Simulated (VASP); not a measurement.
# TiPd3 (Pm-3m) in VASP: notebook

TiPd3 is run at these levels: LDA; tasks: single point.

Everything below comes from runs of VASP 6.6.1. Logs are shortened: lines on timing, memory, paths and dates and some standing lists are left out, and cuts for length are marked.

**1. The cell of the first run**

Symmetry: Pm-3m, No. 221, cubic system. The conventional cell has a = 3.768 Å, b = 3.768 Å, c = 3.768 Å, α = 90.00°, β = 90.00°, γ = 90.00°. Within 3.5 Å of Ti (site symmetry m-3m) lie 12 Pd at 2.66 Å. Pd (site symmetry 4/mmm) has 4 Ti at 2.66 Å and 8 Pd at 2.66 Å within 3.5 Å.

**2. Single point, LDA (volume scaled by 0.96)**

INCAR reads:

```
ALGO = Normal
EDIFF = 1E-6
ENCUT = 520
GGA = CA
ISIF = 2
ISMEAR = -1
LASPH = T
LCHARG = F
LREAL = F
LWAVE = F
NBANDS = 29
NELM = 80
PREC = Accurate
SIGMA = 0.05
```

KPOINTS reads:

```
k-points
0
Gamma
  11 11 11
```

POSCAR reads:

```
TiPd3
1.0
    3.7683720496      0.0000000000      0.0000000000
    0.0000000000      3.7683720496      0.0000000000
    0.0000000000      0.0000000000      3.7683720496
Ti Pd
1 3
Direct
    0.0000000000      0.0000000000      0.0000000000
    0.0000000000      0.5000000000      0.5000000000
    0.5000000000      0.0000000000      0.5000000000
    0.5000000000      0.5000000000      0.0000000000
```

Potentials or basis: VASP PAW LDA potentials, release 64 (Ti_sv, Pd).

The run is started by

```bash
> cat potpaw_LDA.64/Ti_sv/POTCAR potpaw_LDA.64/Pd/POTCAR > POTCAR
> mpirun -np 1 vasp_std > vasp.out
```

OUTCAR:

```text
EDIFF = 1E-6
   ENCUT = 520
   GGA = CA
   ISIF = 2
   ISMEAR = -1
   LASPH = T
   LREAL = F
   NELM = 80
   PREC = Accurate

 ion  position               nearest neighbor table
   1  0.000  0.000  0.000-   2 2.66   3 2.66   4 2.66   2 2.66   3 2.66   2 2.66   4 2.66   2 2.66
                             3 2.66   4 2.66   3 2.66   4 2.66
   2  0.000  0.500  0.500-   1 2.66   3 2.66   4 2.66   1 2.66   4 2.66   1 2.66   3 2.66   1 2.66
                             3 2.66   4 2.66   4 2.66   3 2.66
   3  0.500  0.000  0.500-   1 2.66   2 2.66   4 2.66   1 2.66   4 2.66   2 2.66   4 2.66   4 2.66
                             1 2.66   2 2.66   1 2.66   2 2.66
   4  0.500  0.500  0.000-   1 2.66   2 2.66   3 2.66   2 2.66   3 2.66   1 2.66   3 2.66   3 2.66
                             1 2.66   2 2.66   2 2.66   1 2.66

  LATTYP: Found a simple cubic cell.
 ALAT       =     3.7683720496

  Lattice vectors:

 A1 = (   3.7683720496,   0.0000000000,   0.0000000000)
 A2 = (   0.0000000000,   3.7683720496,   0.0000000000)
 A3 = (   0.0000000000,   0.0000000000,   3.7683720496)

Analysis of symmetry for initial positions (statically):
=====================================================================
 Subroutine PRICEL returns:
 Original cell was already a primitive cell.

 Routine SETGRP: Setting up the symmetry group for a
 simple cubic supercell.

 Subroutine GETGRP returns: Found 48 space group operations
 (whereof 48 operations were pure point group operations)
 out of a pool of 48 trial point group operations.

The static configuration has the point symmetry O_h .

Analysis of symmetry for dynamics (positions and initial velocities):
=====================================================================
 Subroutine PRICEL returns:
 Original cell was already a primitive cell.

 Routine SETGRP: Setting up the symmetry group for a
 simple cubic supercell.

 Subroutine GETGRP returns: Found 48 space group operations
 (whereof 48 operations were pure point group operations)
 out of a pool of 48 trial point group operations.

The dynamic configuration has the point symmetry O_h .

 Subroutine INISYM returns: Found 48 space group operations
 (whereof 48 operations are pure point group operations),
 and found     1 'primitive' translations

----------------------------------------------------------------------------------------

                                     Primitive cell

  volume of cell :      53.5132

[... 91 lines left out ...]
   NELM   =     80;   NELMIN=  2; NELMDL= -5     # of ELM steps
   EDIFF  = 0.1E-05   stopping-criterion for ELM
   LREAL  =      F    real-space projection
   EDIFFG = 0.1E-04   stopping-criterion for IOM
   NSW    =      0    number of steps for IOM
   IBRION =     -1    ionic relax: 0-MD 1-quasi-New 2-CG
   NFREE  =      0    steps in history (QN), initial steepest desc. (CG)
   ISIF   =      2    stress and relaxation
   ISYM   =      2    0-nonsym 1-usesym 2-fastsym
   POTIM  = 0.5000    time-step for ionic-motion
   TEBEG  =    0.0;   TEEND  =   0.0 temperature during run
   PSTRESS=    0.0 pullay stress
   NELECT =      42.0000    total number of electrons
   NUPDOWN=      -1.0000    fix difference up-down
   EMIN   =  10.00;   EMAX   =-10.00  energy-range for DOS
   EFERMI =   0.00;   METHOD = LEGACY
   ISMEAR =    -1;   SIGMA  =   0.05  broadening in eV -4-tet -1-fermi 0-gaus
   EFERMI_NEDOS =   21; number of points for ismear=-14 and -15
   IALGO  =     38    algorithm
   IMIX   =      4    mixing-type and parameters
     AMIX     =   0.40;   BMIX     =  1.00
     AMIX_MAG =   1.60;   BMIX_MAG =  1.00
  volume/ion in A,a.u.               =      13.38        90.28
  Fermi-wavevector in a.u.,A,eV,Ry     =   1.510095  2.853665 31.026531  2.280386
  Thomas-Fermi vector in A             =   2.620330
   LORBIT       =      0    0 simple, 1 ext, 2 COOP (PROOUT), +10 PAW based schemes
   GGA     = CA    functional components
   LHFCALC =     F    Hartree Fock is set to
   AEXX    =    0.0000 exact exchange contribution
   IVDW    =     0    specifies the selected vdW correction
   LEPSILON=     F    determine dielectric tensor
   LRPA    =     F    only Hartree local field effects (RPA)
 non-spin polarized calculation
  energy-cutoff  :      520.00
  volume of cell :       53.51
 maximum number of plane-waves:      1456
   NGX = 15   NGY = 15   NGZ = 15

 number of electron      41.9999978 magnetization

 Free energy of the ion-electron system (eV)
  ---------------------------------------------------
  ext. energy  EPLUGINS =         0.00000000
  ---------------------------------------------------
  free energy    TOTEN  =       -30.69804185 eV

  energy without entropy =      -30.68712340  energy(sigma->0) =      -30.69258263

 E-fermi :  12.3105     XC(G=0): -13.8800

 val. band max:       12.2924519448   @ k =   0.4545   0.0909   0.0000
 cond. band min:      12.3460539420   @ k =   0.1818   0.0909   0.0909
 fundamental gap:      0.0536019972
 Fermi energy:        12.3105319290

 k-point     1 :       0.0000    0.0000    0.0000
  band No.  band energies     occupation
      1     -45.0805      2.00000
      2     -21.7000      2.00000
      3     -21.7000      2.00000
      4     -21.7000      2.00000
      5       3.6466      2.00000
      6       5.1863      2.00000
[... 757 lines left out ...]
     28      17.6996      0.00000
     29      22.1641      0.00000

 [... further k-points ...]

------------------------ aborting loop because EDIFF is reached ----------------------------------------

  FORCE on cell =-STRESS in cart. coord.  units (eV):
  Direction    XX          YY          ZZ          XY          YZ          ZX
  --------------------------------------------------------------------------------------
  -------------------------------------------------------------------------------------
  Total        4.5271977      4.5271977      4.5271977     -0.0000000     -0.0000000     -0.0000000
  in kB      135.5435079    135.5435079    135.5435079     -0.0000000     -0.0000000     -0.0000000
  external PRESSURE =     135.5435079 kB  Pullay stress =       0.0000000 kB

 VOLUME and BASIS-vectors are now :
 -----------------------------------------------------------------------------
  energy-cutoff  :      520.00
  volume of cell :       53.51
      direct lattice vectors                 reciprocal lattice vectors
     3.768372050  0.000000000  0.000000000     0.265366579  0.000000000  0.000000000
     0.000000000  3.768372050  0.000000000     0.000000000  0.265366579  0.000000000
     0.000000000  0.000000000  3.768372050     0.000000000  0.000000000  0.265366579

 POSITION                                       TOTAL-FORCE (eV/Angst)
 -----------------------------------------------------------------------------------
      0.00000      0.00000      0.00000         0.000000      0.000000      0.000000
      0.00000      1.88419      1.88419         0.000000      0.000000      0.000000
      1.88419      0.00000      1.88419         0.000000      0.000000      0.000000
      1.88419      1.88419      0.00000         0.000000      0.000000      0.000000
 -----------------------------------------------------------------------------------
    total drift:                                0.000000      0.000000      0.000000

  FREE ENERGIE OF THE ION-ELECTRON SYSTEM (eV)
  ---------------------------------------------------
  free  energy   TOTEN  =       -30.6980418547 eV

  energy  without entropy=      -30.6871234047  energy(sigma->0) =      -30.69258263
```

Wall time 78 s (1 thread of AMD EPYC 7R43 (Zen 3), shared host); peak memory 0.16 GiB.

Results:

| Quantity | Value |
| --- | --- |
| Free energy | -30.6980 eV |
| Pressure | 13.6 GPa |
| Band gap on the k mesh | zero (band 21 reaches 13.60 eV, above the bottom of band 22 at 12.16 eV) |

**3. Single point, LDA (volume scaled by 0.99)**

INCAR reads:

```
SYSTEM = TiPd3
ALGO = Normal
EDIFF = 1E-6
ENCUT = 520
ISIF = 2
ISMEAR = -1
LASPH = .TRUE.
LCHARG = .FALSE.
LREAL = .FALSE.
LWAVE = .FALSE.
NBANDS = 29
NELM = 100
PREC = Accurate
SIGMA = 0.05
```

KPOINTS reads:

```
k-points
0
G
  11 11 11
  0 0 0
```

POSCAR reads:

```
TiPd3
1.0
    3.8072239848      0.0000000000      0.0000000000
    0.0000000000      3.8072239848      0.0000000000
    0.0000000000      0.0000000000      3.8072239848
Ti Pd
1 3
Direct
    0.0000000000      0.0000000000      0.0000000000
    0.0000000000      0.5000000000      0.5000000000
    0.5000000000      0.0000000000      0.5000000000
    0.5000000000      0.5000000000      0.0000000000
```

Potentials or basis: VASP PAW LDA potentials, release 64 (Ti_sv, Pd).

The run is started by

```bash
> cat potpaw_LDA.64/Ti_sv/POTCAR potpaw_LDA.64/Pd/POTCAR > POTCAR
> mpirun -np 1 vasp_std > vasp.out
```

It took 74 s on 1 thread of AMD EPYC 7R43 (Zen 3), shared host; peak memory 0.16 GiB.

Results (log left out):

```yaml
Free_energy: -30.7957 eV
Pressure: 5.2 GPa
Band_gap_on_the_k_mesh: zero (band 21 reaches 12.98 eV, above the bottom of band 22 at 11.62 eV)
```

Levels at points of the mesh, in eV from the Fermi level:
| k point | band 19 | band 20 | band 21 | band 22 | band 23 | band 24 |
| --- | --- | --- | --- | --- | --- | --- |
| (0.00, 0.00, 0.00) | -0.60 | -0.60 | 1.22 | 1.22 | 1.92 | 1.92 |

[end of part 1 of 2]
